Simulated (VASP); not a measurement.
# InP (rocksalt type) (Fm-3m) in VASP: notebook

Runs on InP (rocksalt type). Level: LDA. Tasks: single point.

Program: VASP 6.6.1. These are calculated values, not measurements. Logs are shortened: lines on timing, memory, paths and dates and some standing lists are left out, and cuts for length are marked.

## (1) The cell of the first run

It takes space group Fm-3m (No. 225, cubic). The conventional cell has a = 4.438 Å, b = 4.438 Å, c = 4.438 Å, α = 90.00°, β = 90.00°, γ = 90.00°. In (site symmetry m-3m) has 6 P at 2.22 Å within 2.9 Å. Within 2.9 Å of P (site symmetry m-3m) lie 6 In at 2.22 Å.

## (2) Single point, LDA (10.93 Å³/atom)

Contents of INCAR:

```
  PREC = Accurate
  ENCUT = 520
  EDIFF = 1E-7
  ISMEAR = -1
  SIGMA = 0.05
  LREAL = False
  LASPH = True
  NELM = 100
  ALGO = Normal
  ISIF = 2
  LWAVE = False
  LCHARG = False
  NBANDS = 16
```

Contents of KPOINTS:

```
regular mesh
0
Gamma
  14 14 14
```

Contents of POSCAR:

```
InP
1.0
    0.0000000000      2.2189869661      2.2189869661
    2.2189869661      0.0000000000      2.2189869661
    2.2189869661      2.2189869661      0.0000000000
In P
1 1
Direct
    0.0000000000      0.0000000000      0.0000000000
    0.5000000000      0.5000000000      0.5000000000
```

Potentials or basis: VASP PAW LDA potentials, release 64 (In_d, P).

Launch:

```sh
cat potpaw_LDA.64/In_d/POTCAR potpaw_LDA.64/P/POTCAR > POTCAR
mpirun -np 1 vasp_std > vasp.out
```

OUTCAR:

```text
PREC = Accurate
   ENCUT = 520
   EDIFF = 1E-7
   ISMEAR = -1
   LREAL = False
   LASPH = True
   NELM = 100
   ISIF = 2

 ion  position               nearest neighbor table
   1  0.000  0.000  0.000-   2 2.22   2 2.22   2 2.22   2 2.22   2 2.22   2 2.22
   2  0.500  0.500  0.500-   1 2.22   1 2.22   1 2.22   1 2.22   1 2.22   1 2.22

  LATTYP: Found a face centered cubic cell.
 ALAT       =     4.4379739322

  Lattice vectors:

 A1 = (   0.0000000000,   2.2189869661,   2.2189869661)
 A2 = (   2.2189869661,   0.0000000000,   2.2189869661)
 A3 = (   2.2189869661,   2.2189869661,   0.0000000000)

Analysis of symmetry for initial positions (statically):
=====================================================================
 Subroutine PRICEL returns:
 Original cell was already a primitive cell.

 Routine SETGRP: Setting up the symmetry group for a
 face centered cubic supercell.

 Subroutine GETGRP returns: Found 48 space group operations
 (whereof 48 operations were pure point group operations)
 out of a pool of 48 trial point group operations.

The static configuration has the point symmetry O_h .

Analysis of symmetry for dynamics (positions and initial velocities):
=====================================================================
 Subroutine PRICEL returns:
 Original cell was already a primitive cell.

 Routine SETGRP: Setting up the symmetry group for a
 face centered cubic supercell.

 Subroutine GETGRP returns: Found 48 space group operations
 (whereof 48 operations were pure point group operations)
 out of a pool of 48 trial point group operations.

The dynamic configuration has the point symmetry O_h .

 Subroutine INISYM returns: Found 48 space group operations
 (whereof 48 operations are pure point group operations),
 and found     1 'primitive' translations

----------------------------------------------------------------------------------------

                                     Primitive cell

  volume of cell :      21.8522

  direct lattice vectors                    reciprocal lattice vectors
     0.000000000  2.218986966  2.218986966    -0.225328047  0.225328047  0.225328047
     2.218986966  0.000000000  2.218986966     0.225328047 -0.225328047  0.225328047
     2.218986966  2.218986966  0.000000000     0.225328047  0.225328047 -0.225328047

  length of vectors
     3.138121462  3.138121462  3.138121462     0.390279626  0.390279626  0.390279626

[... 79 lines left out ...]
   NELM   =    100;   NELMIN=  2; NELMDL= -5     # of ELM steps
   EDIFF  = 0.1E-06   stopping-criterion for ELM
   LREAL  =      F    real-space projection
   EDIFFG = 0.1E-05   stopping-criterion for IOM
   NSW    =      0    number of steps for IOM
   IBRION =     -1    ionic relax: 0-MD 1-quasi-New 2-CG
   NFREE  =      0    steps in history (QN), initial steepest desc. (CG)
   ISIF   =      2    stress and relaxation
   ISYM   =      2    0-nonsym 1-usesym 2-fastsym
   POTIM  = 0.5000    time-step for ionic-motion
   TEBEG  =    0.0;   TEEND  =   0.0 temperature during run
   PSTRESS=    0.0 pullay stress
   NELECT =      18.0000    total number of electrons
   NUPDOWN=      -1.0000    fix difference up-down
   EMIN   =  10.00;   EMAX   =-10.00  energy-range for DOS
   EFERMI =   0.00;   METHOD = LEGACY
   ISMEAR =    -1;   SIGMA  =   0.05  broadening in eV -4-tet -1-fermi 0-gaus
   EFERMI_NEDOS =   21; number of points for ismear=-14 and -15
   IALGO  =     38    algorithm
   IMIX   =      4    mixing-type and parameters
     AMIX     =   0.40;   BMIX     =  1.00
     AMIX_MAG =   1.60;   BMIX_MAG =  1.00
  volume/ion in A,a.u.               =      10.93        73.73
  Fermi-wavevector in a.u.,A,eV,Ry     =   1.534620  2.900012 32.042526  2.355059
  Thomas-Fermi vector in A             =   2.641523
   LORBIT       =      0    0 simple, 1 ext, 2 COOP (PROOUT), +10 PAW based schemes
   GGA     = CA    functional components
   LHFCALC =     F    Hartree Fock is set to
   AEXX    =    0.0000 exact exchange contribution
   IVDW    =     0    specifies the selected vdW correction
   LEPSILON=     F    determine dielectric tensor
   LRPA    =     F    only Hartree local field effects (RPA)
 non-spin polarized calculation
  energy-cutoff  :      520.00
  volume of cell :       21.85
 maximum number of plane-waves:       609
   NGX = 11   NGY = 11   NGZ = 11

 number of electron      18.0000008 magnetization

 Free energy of the ion-electron system (eV)
  ---------------------------------------------------
  ext. energy  EPLUGINS =         0.00000000
  ---------------------------------------------------
  free energy    TOTEN  =        -2.52186799 eV

  energy without entropy =       -2.51874300  energy(sigma->0) =       -2.52030549

 E-fermi :  18.7681     XC(G=0): -13.9973

 val. band max:       18.7666936891   @ k =  -0.2143   0.0714   0.0000
 cond. band min:      18.8049296933   @ k =   0.4286   0.2857   0.0000
 fundamental gap:      0.0382360042
 Fermi energy:        18.7681484369

 k-point     1 :       0.0000    0.0000    0.0000
  band No.  band energies     occupation
      1      -0.7374      2.00000
      2       1.7223      2.00000
      3       1.7223      2.00000
      4       1.7739      2.00000
      5       1.7739      2.00000
      6       1.7739      2.00000
[... 433 lines left out ...]
      3       1.6761      2.00000
      4       1.6940      2.00000
      5       2.1717      2.00000
      6       2.2860      2.00000
[... 8 lines left out ...]
     15      31.3956      0.00000
     16      31.7829      0.00000

 [... further k-points ...]

------------------------ aborting loop because EDIFF is reached ----------------------------------------

  FORCE on cell =-STRESS in cart. coord.  units (eV):
  Direction    XX          YY          ZZ          XY          YZ          ZX
  --------------------------------------------------------------------------------------
  -------------------------------------------------------------------------------------
  Total       28.5332189     28.5332189     28.5332189     -0.0000000     -0.0000000      0.0000000
  in kB     2092.0261124   2092.0261124   2092.0261124     -0.0000000     -0.0000000      0.0000000
  external PRESSURE =    2092.0261124 kB  Pullay stress =       0.0000000 kB

 VOLUME and BASIS-vectors are now :
 -----------------------------------------------------------------------------
  energy-cutoff  :      520.00
  volume of cell :       21.85
      direct lattice vectors                 reciprocal lattice vectors
     0.000000000  2.218986966  2.218986966    -0.225328047  0.225328047  0.225328047
     2.218986966  0.000000000  2.218986966     0.225328047 -0.225328047  0.225328047
     2.218986966  2.218986966  0.000000000     0.225328047  0.225328047 -0.225328047

 POSITION                                       TOTAL-FORCE (eV/Angst)
 -----------------------------------------------------------------------------------
      0.00000      0.00000      0.00000        -0.000000     -0.000000     -0.000000
      2.21899      2.21899      2.21899         0.000000      0.000000      0.000000
 -----------------------------------------------------------------------------------
    total drift:                                0.000000     -0.000000     -0.000000

  FREE ENERGIE OF THE ION-ELECTRON SYSTEM (eV)
  ---------------------------------------------------
  free  energy   TOTEN  =        -2.5218679856 eV

  energy  without entropy=       -2.5187430027  energy(sigma->0) =       -2.52030549
```

Run time: 34 s. Hardware: 1 thread of Intel Xeon 8259CL, shared host; peak memory 0.15 GiB.

What came out:

- Free energy: -2.5219 eV
- Pressure: 209.2 GPa
- Band gap on the k mesh: zero (bands 9 and 10 overlap by 2.27 eV)

Caveat: the cell stands under pressure; spin-orbit coupling is left out, which moves the levels of the heavy elements.

## (3) Single point, LDA (10.93 Å³/atom)

Contents of INCAR:

```
ALGO = Normal
EDIFF = 1E-6
ENCUT = 520
GGA = CA
ISIF = 2
ISMEAR = -1
LASPH = True
LCHARG = False
LREAL = False
LWAVE = False
NBANDS = 16
NELM = 60
PREC = Accurate
SIGMA = 0.05
```

Contents of KPOINTS:

```
k-points
0
Gamma
  14 14 14
```

POSCAR is that of step 2.

Potentials or basis: VASP PAW LDA potentials, release 64 (In_d, P).

Launch:

```sh
cat potpaw_LDA.64/In_d/POTCAR potpaw_LDA.64/P/POTCAR > POTCAR
mpirun -np 1 vasp_std > vasp.out
```

Wall time 38 s (1 thread of Intel Xeon 8259CL, shared host); peak memory 0.15 GiB.

It converged, with:

```yaml
Free_energy: -2.5219 eV
Pressure: 209.1 GPa
Band_gap_on_the_k_mesh: zero (bands 9 and 10 overlap by 2.27 eV)
```

Levels at points of the mesh, in eV from the Fermi level:
```tsv
k point	band 5	band 6	band 7	band 8	band 9	band 10	band 11	band 12	band 13	band 14
(0.00, 0.00, 0.00)	-16.99	-16.99	-1.45	-1.45	-1.45	6.90	6.90	6.90	7.27	7.93
(0.50, 0.00, 0.00)	-16.35	-14.65	-11.24	0.65	0.65	1.53	2.14	2.14	10.55	11.74
(0.50, 0.50, 0.00)	-16.14	-10.94	-9.82	-5.72	-5.72	-1.62	2.00	15.05	15.05	15.17
```

Caveat: the cell stands under pressure; spin-orbit coupling is left out, which moves the levels of the heavy elements.

(Part 1 of 3 ends here.)
